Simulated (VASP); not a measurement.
A run of VASP 6.6.1 is set up as follows.

File INCAR:

```
  PREC = Accurate
  ENCUT = 520
  EDIFF = 1E-6
  ISMEAR = 0
  SIGMA = 0.15
  LREAL = False
  LASPH = True
  NELM = 150
  ALGO = Normal
  ISIF = 2
  LWAVE = False
  LCHARG = False
  ISPIN = 2
  MAGMOM = 1 1 1 1 1 1 1 1 0 0 0 0 0 0
  LORBIT = 11
  LMAXMIX = 4
  GGA = PE
  NBANDS = 81
```

KPOINTS

```
Automatic mesh
0
Gamma
  2 2 2
```

POSCAR

```
Ti4As2Se
1.0
   -3.8559289149      3.8559289149      3.8690620412
    3.8559289149     -3.8559289149      3.8690620412
    3.8559289149      3.8559289149     -3.8690620412
Ti As Se
8 4 2
Direct
    0.6193055226      0.8705190034      0.5885097871
    0.4679907838      0.3794809966      0.2487865192
    0.9692042645      0.3806944774      0.2512134808
    0.7807957355      0.5320092162      0.9114902129
    0.1306944774      0.2192042645      0.7512134808
    0.1294809966      0.7179907838      0.7487865192
    0.2820092162      0.0307957355      0.4114902129
    0.6205190034      0.8693055226      0.0885097871
    0.5016448783      0.1250000000      0.8766448783
    0.3750000000      0.4983551217      0.6233551217
    0.8750000000      0.7516448783      0.3766448783
    0.2483551217      0.6250000000      0.1233551217
    0.7500000000      0.2500000000      0.5000000000
    0.0000000000      0.0000000000      0.0000000000
```

Potentials or basis: VASP PAW PBE potentials, release 64 (Ti_sv, As, Se).

Command:

```console
$ cat potpaw_PBE.64/Ti_sv/POTCAR potpaw_PBE.64/As/POTCAR potpaw_PBE.64/Se/POTCAR > POTCAR
$ mpirun -np 1 vasp_std > vasp.out
```

(1) Estimate the band gap on the k mesh.

(2) Predict the net moment.

(3) Estimate the pressure.

(4) Predict the largest force.

## Answers

(1) zero (filled and empty bands overlap).

(2) 0.00 μB per cell.

(3) 0.1 GPa.

(4) 0.070 eV/Å.

Caveat: the k points lie up to 0.58 Å⁻¹ apart, too coarse for converged energies and pressures of a metal.
